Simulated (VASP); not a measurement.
# TiAl3 (I4/mmm) in VASP: further runs, part 2 of 2

VASP 6.6.1. Earlier steps stand in the parts before.

## Step 5: Single point, LDA

This run uses another cell than the first one, of 15.15 Å³/atom.

Input file INCAR:

```
ALGO = Fast
EDIFF = 1E-7
ENCUT = 520
ISIF = 2
ISMEAR = 0
LASPH = True
LCHARG = True
LELF = True
LREAL = False
LVHAR = True
LWAVE = False
NBANDS = 18
NELM = 80
PREC = Accurate
SIGMA = 0.1
```

Input file KPOINTS:

```
k-points
0
Gamma
  16 16 16
```

Input file POSCAR:

```
TiAl3
1.0
   -1.8896462698      1.8896462698      4.2423665076
    1.8896462698     -1.8896462698      4.2423665076
    1.8896462698      1.8896462698     -4.2423665076
Ti Al
1 3
Direct
    0.0000000000      0.0000000000      0.0000000000
    0.5000000000      0.5000000000      0.0000000000
    0.7500000000      0.2500000000      0.5000000000
    0.2500000000      0.7500000000      0.5000000000
```

Potentials or basis: VASP PAW LDA potentials, release 64 (Ti_sv, Al).

The run is started by

```
> cat potpaw_LDA.64/Ti_sv/POTCAR potpaw_LDA.64/Al/POTCAR > POTCAR
> mpirun -np 1 vasp_std > vasp.out
```

OUTCAR:

```text
EDIFF = 1E-7
   ENCUT = 520
   ISIF = 2
   ISMEAR = 0
   LASPH = True
   LREAL = False
   NELM = 80
   PREC = Accurate

 ion  position               nearest neighbor table
   1  0.000  0.000  0.000-   2 2.67   2 2.67   2 2.67   2 2.67   4 2.84   3 2.84   4 2.84   4 2.84
                             3 2.84   3 2.84   4 2.84   3 2.84
   2  0.500  0.500  0.000-   1 2.67   1 2.67   1 2.67   1 2.67   4 2.84   3 2.84   4 2.84   3 2.84
                             4 2.84   4 2.84   3 2.84   3 2.84
   3  0.750  0.250  0.500-   4 2.67   4 2.67   4 2.67   4 2.67   2 2.84   1 2.84   2 2.84   1 2.84
                             2 2.84   2 2.84   1 2.84   1 2.84
   4  0.250  0.750  0.500-   3 2.67   3 2.67   3 2.67   3 2.67   2 2.84   1 2.84   2 2.84   2 2.84
                             1 2.84   1 2.84   2 2.84   1 2.84

  LATTYP: Found a body centered tetragonal cell.
 ALAT       =     3.7792925396
 C/A-ratio  =     2.2450585464

  Lattice vectors:

 A1 = (  -1.8896462698,   1.8896462698,   4.2423665076)
 A2 = (   1.8896462698,  -1.8896462698,   4.2423665076)
 A3 = (   1.8896462698,   1.8896462698,  -4.2423665076)

Analysis of symmetry for initial positions (statically):
=====================================================================
 Subroutine PRICEL returns:
 Original cell was already a primitive cell.

 Routine SETGRP: Setting up the symmetry group for a
 body centered tetragonal supercell.

 Subroutine GETGRP returns: Found 16 space group operations
 (whereof 16 operations were pure point group operations)
 out of a pool of 16 trial point group operations.

The static configuration has the point symmetry D_4h.

Analysis of symmetry for dynamics (positions and initial velocities):
=====================================================================
 Subroutine PRICEL returns:
 Original cell was already a primitive cell.

 Routine SETGRP: Setting up the symmetry group for a
 body centered tetragonal supercell.

 Subroutine GETGRP returns: Found 16 space group operations
 (whereof 16 operations were pure point group operations)
 out of a pool of 16 trial point group operations.

The dynamic configuration has the point symmetry D_4h.

 Subroutine INISYM returns: Found 16 space group operations
 (whereof 16 operations are pure point group operations),
 and found     1 'primitive' translations

----------------------------------------------------------------------------------------

                                     Primitive cell

  volume of cell :      60.5939

  direct lattice vectors                    reciprocal lattice vectors
    -1.889646270  1.889646270  4.242366508     0.000000000  0.264599787  0.117858747
     1.889646270 -1.889646270  4.242366508     0.264599787  0.000000000  0.117858747
     1.889646270  1.889646270 -4.242366508     0.264599787  0.264599787  0.000000000

  length of vectors
     5.013900641  5.013900641  5.013900641     0.289661408  0.289661408  0.374200607

  position of ions in fractional coordinates (direct lattice)
     0.000000000  0.000000000  0.000000000
     0.500000000  0.500000000  0.000000000
     0.750000000  0.250000000  0.500000000
     0.250000000  0.750000000  0.500000000

  ion indices of the primitive-cell ions
   primitive index   ion index
[... 33 lines left out ...]
  0.000000  0.000000  0.000000      1.000000
  0.062500  0.000000 -0.000000      8.000000
  0.125000  0.000000 -0.000000      8.000000
  0.187500  0.000000 -0.000000      8.000000
  0.250000  0.000000 -0.000000      8.000000
  0.312500  0.000000  0.000000      8.000000
[... 16 lines left out ...]
 -0.125000  0.062500  0.000000     16.000000
 -0.062500  0.062500  0.000000      4.000000
 [... further k-points ...]
   k-points           NKPTS =    349   k-points in BZ     NKDIM =    349   number of bands    NBANDS=     18
   number of dos      NEDOS =    301   number of ions     NIONS =      4
   total plane-waves  NPLWV =  64000
   dimension x,y,z NGX =    40 NGY =   40 NGZ =   40
   dimension x,y,z NGXF=    80 NGYF=   80 NGZF=   80
   ions per type =               1   3
   NGX,Y,Z   is equivalent  to a cutoff of  13.26, 13.26, 13.26 a.u.
   NGXF,Y,Z  is equivalent  to a cutoff of  26.53, 26.53, 26.53 a.u.
 SYSTEM =  unknown system
   PREC   = accura    normal or accurate (medium, high low for compatibility)
   ISTART =      0    job   : 0-new  1-cont  2-samecut
   ICHARG =      2    charge: 1-file 2-atom 10-const
   ISPIN  =      1    spin polarized calculation?
   LNONCOLLINEAR =      F non collinear calculations
   LSORBIT =      F    spin-orbit coupling
   LASPH  =      T    aspherical Exc in radial PAW
   ENCUT  =  520.0 eV  38.22 Ry    6.18 a.u.   9.32  9.32  9.32*2*pi/ulx,y,z
   NELM   =     80;   NELMIN=  2; NELMDL= -5     # of ELM steps
   EDIFF  = 0.1E-06   stopping-criterion for ELM
   LREAL  =      F    real-space projection
   EDIFFG = 0.1E-05   stopping-criterion for IOM
   NSW    =      0    number of steps for IOM
   IBRION =     -1    ionic relax: 0-MD 1-quasi-New 2-CG
   NFREE  =      0    steps in history (QN), initial steepest desc. (CG)
   ISIF   =      2    stress and relaxation
   ISYM   =      2    0-nonsym 1-usesym 2-fastsym
   POTIM  = 0.5000    time-step for ionic-motion
   TEBEG  =    0.0;   TEEND  =   0.0 temperature during run
   PSTRESS=    0.0 pullay stress
   NELECT =      21.0000    total number of electrons
   NUPDOWN=      -1.0000    fix difference up-down
   EMIN   =  10.00;   EMAX   =-10.00  energy-range for DOS
   EFERMI =   0.00;   METHOD = LEGACY
   ISMEAR =     0;   SIGMA  =   0.10  broadening in eV -4-tet -1-fermi 0-gaus
   EFERMI_NEDOS =   21; number of points for ismear=-14 and -15
   IALGO  =     68    algorithm
   IMIX   =      4    mixing-type and parameters
     AMIX     =   0.40;   BMIX     =  1.00
     AMIX_MAG =   1.60;   BMIX_MAG =  1.00
  volume/ion in A,a.u.               =      15.15       102.23
  Fermi-wavevector in a.u.,A,eV,Ry     =   1.149930  2.173053 17.991525  1.322340
  Thomas-Fermi vector in A             =   2.286597
   LORBIT       =      0    0 simple, 1 ext, 2 COOP (PROOUT), +10 PAW based schemes
   GGA     = CA    functional components
   LHFCALC =     F    Hartree Fock is set to
   AEXX    =    0.0000 exact exchange contribution
   IVDW    =     0    specifies the selected vdW correction
   LEPSILON=     F    determine dielectric tensor
   LRPA    =     F    only Hartree local field effects (RPA)
 non-spin polarized calculation
 RMM-DIIS sequential band-by-band and
 Gauss-broadening in eV      SIGMA  =   0.10
  energy-cutoff  :      520.00
  volume of cell :       60.59
 maximum number of plane-waves:      1645
 NGX is ok and might be reduce to    40
   NGX = 19   NGY = 19   NGZ = 19

 number of electron      21.0000000 magnetization

 Free energy of the ion-electron system (eV)
  ---------------------------------------------------
  ext. energy  EPLUGINS =         0.00000000
  ---------------------------------------------------
  free energy    TOTEN  =       -22.79865278 eV

  energy without entropy =      -22.79028049  energy(sigma->0) =      -22.79446663

 E-fermi :   8.4555     XC(G=0): -11.1151

 val. band max:        8.4466587800   @ k =  -0.3750  -0.3750   0.1875
 cond. band min:       8.4611856659   @ k =  -0.0625   0.1250   0.0625
 fundamental gap:      0.0145268858
 Fermi energy:         8.4555389768

 k-point     1 :       0.0000    0.0000    0.0000
  band No.  band energies     occupation
      1     -47.1940      2.00000
      2     -23.9073      2.00000
      3     -23.9073      2.00000
      4     -23.8282      2.00000
      5      -1.7828      2.00000
      6       5.5435      2.00000
[... 481 lines left out ...]
      5      -1.6991      2.00000
      6       5.6149      2.00000
[... 10 lines left out ...]
     17      12.5606      0.00000
     18      12.8215      0.00000

 [... further k-points ...]

------------------------ aborting loop because EDIFF is reached ----------------------------------------

  FORCE on cell =-STRESS in cart. coord.  units (eV):
  Direction    XX          YY          ZZ          XY          YZ          ZX
  --------------------------------------------------------------------------------------
  -------------------------------------------------------------------------------------
  Total        0.0499358      0.0499358      0.0510300      0.0000000     -0.0000000      0.0000000
  in kB        1.3203620      1.3203620      1.3492955      0.0000000     -0.0000000      0.0000000
  external PRESSURE =       1.3300065 kB  Pullay stress =       0.0000000 kB

 VOLUME and BASIS-vectors are now :
 -----------------------------------------------------------------------------
  energy-cutoff  :      520.00
  volume of cell :       60.59
      direct lattice vectors                 reciprocal lattice vectors
    -1.889646270  1.889646270  4.242366508     0.000000000  0.264599787  0.117858747
     1.889646270 -1.889646270  4.242366508     0.264599787  0.000000000  0.117858747
     1.889646270  1.889646270 -4.242366508     0.264599787  0.264599787  0.000000000

 POSITION                                       TOTAL-FORCE (eV/Angst)
 -----------------------------------------------------------------------------------
      0.00000      0.00000      0.00000         0.000000     -0.000000     -0.000000
      0.00000      0.00000      4.24237         0.000000     -0.000000     -0.000000
      0.00000      1.88965      2.12118        -0.000000      0.000000     -0.000000
      1.88965      0.00000      2.12118         0.000000      0.000000      0.000000
 -----------------------------------------------------------------------------------
    total drift:                               -0.000000     -0.000000      0.000000

  FREE ENERGIE OF THE ION-ELECTRON SYSTEM (eV)
  ---------------------------------------------------
  free  energy   TOTEN  =       -22.7986527795 eV

  energy  without entropy=      -22.7902804892  energy(sigma->0) =      -22.79446663
```

OSZICAR:

```text
N       E                     dE             d eps       ncg     rms          rms(c)
DAV:   1     0.120565455638E+03    0.12057E+03   -0.92249E+03 12564   0.108E+03
DAV:   2    -0.161844065786E+02   -0.13675E+03   -0.13313E+03 12732   0.286E+02
DAV:   3    -0.244853161112E+02   -0.83009E+01   -0.81438E+01 19644   0.655E+01
[... 30 lines left out ...]
RMM:  34    -0.227986523291E+02   -0.14358E-06   -0.17758E-06 13768   0.347E-03    0.166E-03
RMM:  35    -0.227986524796E+02   -0.15051E-06   -0.17873E-06 13119   0.335E-03    0.117E-03
RMM:  36    -0.227986525875E+02   -0.10790E-06   -0.13023E-06 11624   0.289E-03    0.115E-03
RMM:  37    -0.227986526992E+02   -0.11172E-06   -0.13529E-06 12905   0.290E-03    0.810E-04
RMM:  38    -0.227986527795E+02   -0.80275E-07   -0.99646E-07 11579   0.262E-03
   1 F= -.22798653E+02 E0= -.22794467E+02  d E =-.837229E-02
```

It took 35 min on 1 thread of Intel Xeon Platinum 8259CL at 2.50GHz (Skylake/Cascade Lake), shared host; peak memory 0.48 GiB.

Results:

```
Free energy            : -22.7987 eV
Pressure               : 0.1 GPa
Band gap on the k mesh : zero (an odd number of electrons rules out a gap without spin polarisation)
```

Levels at points of the mesh, in eV from the Fermi level:
| k point | band 8 | band 9 | band 10 | band 11 | band 12 | band 13 | band 14 | band 15 |
| --- | --- | --- | --- | --- | --- | --- | --- | --- |
| (0.00, 0.00, 0.00) | -1.47 | -1.25 | -1.25 | 0.86 | 1.86 | 1.86 | 2.32 | 2.62 |
| (0.50, 0.00, 0.00) | -2.93 | -1.07 | -0.29 | 0.51 | 1.86 | 2.17 | 2.81 | 3.28 |
| (0.50, 0.50, 0.00) | -3.80 | -2.66 | -2.21 | -1.03 | 1.84 | 1.99 | 2.78 | 2.95 |
| (0.50, 0.50, 0.50) | -0.87 | -0.87 | -0.24 | 0.71 | 0.71 | 0.99 | 3.16 | 4.96 |

## Step 6: Overview

| cell | smearing | further INCAR settings | gap on the mesh (eV) | pressure (GPa) |
| --- | --- | --- | --- | --- |
| a = 4.905 Å, angles 135.5, 135.5, 64.7°, 4 atoms | fermi-dirac 0.15 eV | ALGO = Fast; EDIFF = 1e-07; NBANDS = 18 | none | 8.2 |
| a = 4.966 Å, angles 135.6, 135.6, 64.6°, 4 atoms | fermi-dirac 0.15 eV | ALGO = Fast; EDIFF = 1e-06; NBANDS = 18 | none | 3.2 |
| a = 5.014 Å, angles 135.7, 135.7, 64.4°, 4 atoms | gaussian 0.1 eV | ALGO = Fast; EDIFF = 1e-07; NBANDS = 18 | none | 0.1 |

Alike in all rows: task single point; level LDA; potentials or basis VASP PAW LDA potentials, release 64 (Ti_sv, Al); no spin polarisation; k mesh 16 × 16 × 16; cutoff (eV) 520.

Caveats: the cell stands under pressure (at least some runs).

Absolute energies hang on the potentials; compare differences alone.
